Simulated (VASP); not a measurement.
# Rh (Fm-3m) in VASP: notebook, part 2 of 2

VASP 6.6.1. Earlier steps stand in the parts before.

### Step 3. Single point, PBE

This run uses another cell than the first one, of 13.89 Å³/atom.

Contents of INCAR:

```
SYSTEM = Rh
PREC = Accurate
ENCUT = 520
EDIFF = 1E-7
ISMEAR = 0
SIGMA = 0.1
LREAL = .False.
LASPH = .True.
NELM = 100
ALGO = Normal
ISIF = 2
LWAVE = .False.
LCHARG = .True.
GGA = PE
LELF = .True.
LVHAR = .True.
NBANDS = 14
```

Contents of KPOINTS:

```
regular mesh
0
Gamma
  18 18 18
  0 0 0
```

Contents of POSCAR:

```
Rh
1.0
    0.0000000000      1.9077576980      1.9077576980
    1.9077576980      0.0000000000      1.9077576980
    1.9077576980      1.9077576980      0.0000000000
Rh
1
Direct
    0.0000000000      0.0000000000      0.0000000000
```

Potentials or basis: VASP PAW PBE potentials, release 64 (Rh_pv).

Command:

```bash
> cat potpaw_PBE.64/Rh_pv/POTCAR > POTCAR
> mpirun -np 1 vasp_std > vasp.out
```

OUTCAR:

```text
SYSTEM = Rh
   PREC = Accurate
   ENCUT = 520
   EDIFF = 1E-7
   ISMEAR = 0
   LREAL = .False.
   LASPH = .True.
   NELM = 100
   ISIF = 2
   GGA = PE

 ion  position               nearest neighbor table
   1  0.000  0.000  0.000-

  LATTYP: Found a face centered cubic cell.
 ALAT       =     3.8155153960

  Lattice vectors:

 A1 = (   0.0000000000,   1.9077576980,   1.9077576980)
 A2 = (   1.9077576980,   0.0000000000,   1.9077576980)
 A3 = (   1.9077576980,   1.9077576980,   0.0000000000)

[... 585 lines left out ...]
     14      36.3660      0.00000

 [... further k-points ...]

------------------------ aborting loop because EDIFF is reached ----------------------------------------

  FORCE on cell =-STRESS in cart. coord.  units (eV):
  Direction    XX          YY          ZZ          XY          YZ          ZX
  --------------------------------------------------------------------------------------
  -------------------------------------------------------------------------------------
  Total        0.2636822      0.2636822      0.2636822      0.0000000      0.0000000      0.0000000
  in kB       30.4222779     30.4222779     30.4222779      0.0000000      0.0000000      0.0000000
  external PRESSURE =      30.4222779 kB  Pullay stress =       0.0000000 kB

 VOLUME and BASIS-vectors are now :
 -----------------------------------------------------------------------------
  energy-cutoff  :      520.00
  volume of cell :       13.89
      direct lattice vectors                 reciprocal lattice vectors
     0.000000000  1.907757698  1.907757698    -0.262087791  0.262087791  0.262087791
     1.907757698  0.000000000  1.907757698     0.262087791 -0.262087791  0.262087791
     1.907757698  1.907757698  0.000000000     0.262087791  0.262087791 -0.262087791

 POSITION                                       TOTAL-FORCE (eV/Angst)
 -----------------------------------------------------------------------------------
      0.00000      0.00000      0.00000        -0.000000      0.000000     -0.000000
 -----------------------------------------------------------------------------------
    total drift:                               -0.000000     -0.000000     -0.000000

  FREE ENERGIE OF THE ION-ELECTRON SYSTEM (eV)
  ---------------------------------------------------
  free  energy   TOTEN  =        -7.2600888763 eV

  energy  without entropy=       -7.2530677816  energy(sigma->0) =       -7.25657833
```

OSZICAR:

```text
N       E                     dE             d eps       ncg     rms          rms(c)
DAV:   1     0.121395887117E+03    0.12140E+03   -0.87823E+03  5496   0.114E+03
DAV:   2    -0.621187416079E+01   -0.12761E+03   -0.12222E+03  5982   0.342E+02
DAV:   3    -0.775718340784E+01   -0.15453E+01   -0.15433E+01  6642   0.416E+01
DAV:   4    -0.776296777096E+01   -0.57844E-02   -0.57842E-02  6186   0.260E+00
DAV:   5    -0.776302042366E+01   -0.52653E-04   -0.52653E-04  6444   0.217E-01    0.989E+00
DAV:   6    -0.727928115903E+01    0.48374E+00   -0.80897E-01  5784   0.125E+01    0.342E+00
DAV:   7    -0.726353237844E+01    0.15749E-01   -0.17027E-02  6282   0.157E+00    0.163E+00
DAV:   8    -0.726021845756E+01    0.33139E-02   -0.32168E-03  5844   0.760E-01    0.194E-01
DAV:   9    -0.726008755926E+01    0.13090E-03   -0.88333E-05  5820   0.129E-01    0.110E-02
DAV:  10    -0.726008868727E+01   -0.11280E-05   -0.31246E-06  6276   0.218E-02    0.293E-03
DAV:  11    -0.726008891137E+01   -0.22409E-06   -0.26205E-07  6070   0.704E-03    0.779E-04
DAV:  12    -0.726008887633E+01    0.35032E-07   -0.78348E-09  2916   0.127E-03
   1 F= -.72600889E+01 E0= -.72565783E+01  d E =-.702109E-02
```

stdout:

```text
POSCAR found type information on POSCAR Rh
 POSCAR found :  1 types and       1 ions
 scaLAPACK will be used
 LDA part: xc-table for (Slater+PW92), standard interpolation
 POSCAR, INCAR and KPOINTS ok, starting setup
 FFT: planning ... GRIDC
 FFT: planning ... GRID_SOFT
 FFT: planning ... GRID
 WAVECAR not read
 entering main loop
```

Wall time 50 s (1 thread of AMD EPYC 7R13, shared host); peak memory 0.12 GiB.

Results:

- Free energy: -7.2601 eV
- Pressure: 3.0 GPa
- Band gap on the k mesh: zero (an odd number of electrons rules out a gap without spin polarisation)

Caveat: the cell stands under pressure.

### Step 4. Single point, PBE

This run uses another cell than the first one, of 14.21 Å³/atom.

Contents of INCAR:

```
PREC = Accurate ; ENCUT = 520
EDIFF = 1E-6 ; ISMEAR = 0
SIGMA = 0.1 ; LREAL = False
LASPH = True ; NELM = 80
ALGO = Normal ; ISIF = 2
LWAVE = False ; LCHARG = True
GGA = PE ; LELF = True
LVHAR = True ; NBANDS = 14
```

Contents of KPOINTS:

```
regular mesh
0
Gamma
  18 18 18
```

Contents of POSCAR:

```
Rh
1.0
    0.0000000000      1.9226571988      1.9226571988
    1.9226571988      0.0000000000      1.9226571988
    1.9226571988      1.9226571988      0.0000000000
Rh
1
Direct
    0.0000000000      0.0000000000      0.0000000000
```

Command:

```bash
> cat potpaw_PBE.64/Rh_pv/POTCAR > POTCAR
> mpirun -np 1 vasp_std > vasp.out
```

Run time: 38 s. Hardware: 1 thread of AMD EPYC 7R13, shared host; peak memory 0.12 GiB.

The run converged. Its results:

```yaml
Free_energy: -7.2602 eV
Pressure: -3.0 GPa
Band_gap_on_the_k_mesh: zero (an odd number of electrons rules out a gap without spin polarisation)
```

Levels at points of the mesh, in eV from the Fermi level:
| k point | band 4 | band 5 | band 6 | band 7 | band 8 | band 9 | band 10 | band 11 |
| --- | --- | --- | --- | --- | --- | --- | --- | --- |
| (0.00, 0.00, 0.00) | -7.72 | -2.93 | -2.93 | -2.93 | -0.95 | -0.95 | 16.01 | 20.62 |
| (0.50, 0.00, 0.00) | -5.85 | -3.00 | -3.00 | 0.53 | 0.53 | 0.77 | 8.30 | 15.51 |
| (0.50, 0.50, 0.00) | -6.01 | -5.66 | 0.50 | 0.92 | 0.92 | 3.22 | 11.85 | 13.13 |

### Step 5. Single point, PBE

This run uses another cell than the first one, of 12.01 Å³/atom.

Contents of INCAR:

```
SYSTEM = Rh
PREC = Accurate
ENCUT = 520
EDIFF = 1E-6
ISMEAR = 0
SIGMA = 0.1
LREAL = .False.
LASPH = .True.
NELM = 100
ALGO = Normal
ISIF = 2
LWAVE = .False.
LCHARG = .False.
GGA = PE
NBANDS = 14
```

Contents of KPOINTS:

```
regular mesh
0
Gamma
  20 20 20
  0 0 0
```

Contents of POSCAR:

```
Rh
1.0
    0.0000000000      1.8177485792      1.8177485792
    1.8177485792      0.0000000000      1.8177485792
    1.8177485792      1.8177485792      0.0000000000
Rh
1
Direct
    0.0000000000      0.0000000000      0.0000000000
```

Potentials or basis: VASP PAW PBE potentials, release 64 (Rh_pv).

Command:

```bash
> cat potpaw_PBE.64/Rh_pv/POTCAR > POTCAR
> mpirun -np 1 vasp_std > vasp.out
```

OUTCAR:

```text
SYSTEM = Rh
   PREC = Accurate
   ENCUT = 520
   EDIFF = 1E-6
   ISMEAR = 0
   LREAL = .False.
   LASPH = .True.
   NELM = 100
   ISIF = 2
   GGA = PE

 ion  position               nearest neighbor table
   1  0.000  0.000  0.000-

  LATTYP: Found a face centered cubic cell.
 ALAT       =     3.6354971584

  Lattice vectors:

 A1 = (   0.0000000000,   1.8177485792,   1.8177485792)
 A2 = (   1.8177485792,   0.0000000000,   1.8177485792)
 A3 = (   1.8177485792,   1.8177485792,   0.0000000000)

[... 585 lines left out ...]
     14      39.4923      0.00000

 [... further k-points ...]

------------------------ aborting loop because EDIFF is reached ----------------------------------------

  FORCE on cell =-STRESS in cart. coord.  units (eV):
  Direction    XX          YY          ZZ          XY          YZ          ZX
  --------------------------------------------------------------------------------------
  -------------------------------------------------------------------------------------
  Total        4.5047799      4.5047799      4.5047799     -0.0000000      0.0000000      0.0000000
  in kB      600.8315331    600.8315331    600.8315331     -0.0000000      0.0000000      0.0000000
  external PRESSURE =     600.8315331 kB  Pullay stress =       0.0000000 kB

 VOLUME and BASIS-vectors are now :
 -----------------------------------------------------------------------------
  energy-cutoff  :      520.00
  volume of cell :       12.01
      direct lattice vectors                 reciprocal lattice vectors
     0.000000000  1.817748579  1.817748579    -0.275065543  0.275065543  0.275065543
     1.817748579  0.000000000  1.817748579     0.275065543 -0.275065543  0.275065543
     1.817748579  1.817748579  0.000000000     0.275065543  0.275065543 -0.275065543

 POSITION                                       TOTAL-FORCE (eV/Angst)
 -----------------------------------------------------------------------------------
      0.00000      0.00000      0.00000        -0.000000      0.000000     -0.000000
 -----------------------------------------------------------------------------------
    total drift:                               -0.000000     -0.000000     -0.000000

  FREE ENERGIE OF THE ION-ELECTRON SYSTEM (eV)
  ---------------------------------------------------
  free  energy   TOTEN  =        -6.9355944097 eV

  energy  without entropy=       -6.9309203225  energy(sigma->0) =       -6.93325737
```

stdout:

```text
POSCAR found type information on POSCAR Rh
 POSCAR found :  1 types and       1 ions
 scaLAPACK will be used
 LDA part: xc-table for (Slater+PW92), standard interpolation
 POSCAR, INCAR and KPOINTS ok, starting setup
 FFT: planning ... GRIDC
 FFT: planning ... GRID_SOFT
 FFT: planning ... GRID
 WAVECAR not read
 entering main loop
```

Run time: 40 s. Hardware: 1 thread of AMD EPYC 7R13, shared host; peak memory 0.13 GiB.

Results:

- Free energy: -6.9356 eV
- Pressure: 60.1 GPa
- Band gap on the k mesh: zero (an odd number of electrons rules out a gap without spin polarisation)

Caveat: the cell stands under pressure.

### Step 6. Summary

| cell | k mesh | gap on the mesh (eV) | pressure (GPa) |
| --- | --- | --- | --- |
| a = 2.682 Å, angles 60.0°, 1 atom | 18 × 18 × 18 | none | 8.0 |
| a = 2.698 Å, angles 60.0°, 1 atom | 18 × 18 × 18 | none | 3.0 |
| a = 2.719 Å, angles 60.0°, 1 atom | 18 × 18 × 18 | none | -3.0 |
| a = 2.571 Å, angles 60.0°, 1 atom | 20 × 20 × 20 | none | 60.1 |

Alike in all rows: task single point; level PBE; potentials or basis VASP PAW PBE potentials, release 64 (Rh_pv); no spin polarisation; cutoff (eV) 520; smearing gaussian 0.1 eV.

Caveats: the cell stands under pressure (at least some runs).

Absolute energies hang on the potentials; compare differences alone.
